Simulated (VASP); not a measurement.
Input of a VASP 6.6.1 run:

Contents of INCAR:

```
SYSTEM = Hf
PREC = Accurate
ENCUT = 520
EDIFF = 1E-7
ISMEAR = 0
SIGMA = 0.1
LREAL = .False.
LASPH = .True.
NELM = 100
ALGO = Normal
ISIF = 2
LWAVE = .False.
LCHARG = .True.
GGA = PE
LELF = .True.
LVHAR = .True.
NBANDS = 17
```

Contents of KPOINTS:

```
regular mesh
0
Gamma
  15 15 8
  0 0 0
```

File POSCAR:

```
Hf
1.0
    3.1763994886      0.0000000000      0.0000000000
   -1.5881997443      2.7508426497      0.0000000000
    0.0000000000      0.0000000000      4.9498159700
Hf
2
Direct
    0.3333333333      0.6666666667      0.2500000000
    0.6666666667      0.3333333333      0.7500000000
```

Potentials or basis: VASP PAW PBE potentials, release 64 (Hf_pv).

The run is started by

```bash
$ cat potpaw_PBE.64/Hf_pv/POTCAR > POTCAR
$ mpirun -np 1 vasp_std > vasp.out
```

Q: Estimate the pressure.

A: 4.3 GPa.

Q: What does it give for the band gap on the k mesh?

A: Zero (bands 10 and 11 overlap by 1.59 eV).

Stress tensor (GPa, compression positive):
```
3.72 0.00 0.00
0.00 3.72 0.00
0.00 0.00 5.58
```

Caveat: the cell differs from its parent crystal (strained); the cell stands under pressure; spin-orbit coupling is left out, which moves the levels of the heavy elements.
